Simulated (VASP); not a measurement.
## GaSb: single point with PBE

GaSb:

```
CELL_PARAMETERS angstrom
0.00000 3.03156 3.03156
3.03156 0.00000 3.03156
3.03156 3.03156 0.00000
ATOMIC_POSITIONS crystal
Ga 0.00000 0.00000 0.00000
Sb 0.25000 0.25000 0.25000
```

* Program: VASP 6.6.1
* Task: single point
* Functional: PBE
* Potentials or basis: VASP PAW PBE potentials, release 64 (Ga_d, Sb)
* Cutoff: 500 eV
* k mesh: 6 × 6 × 6
* Occupations: gaussian, width 0.01 eV
* Spin: no spin polarisation

- Pressure: 4.0 GPa
- Band gap on the k mesh: 0.23 eV, direct

Levels at points of the mesh, in eV from the valence-band top:
```
           k point  band 7  band 8  band 9  band 10  band 11  band 12
(0.00, 0.00, 0.00)    0.00    0.00    0.00     0.23     2.76     2.76
(0.50, 0.00, 0.00)   -6.51   -1.20   -1.20     0.46     3.74     3.74
(0.50, 0.50, 0.00)   -6.94   -2.67   -2.67     0.87     1.20     8.86
```

Wall time 5.8 s on 1 thread of Intel(R) Xeon(R) 6975P-C (Granite Rapids), with other jobs on the host, peak memory 0.18 GiB.

Caveat: spin-orbit coupling is left out, which moves the levels of the heavy elements. A k mesh can miss the band edges.
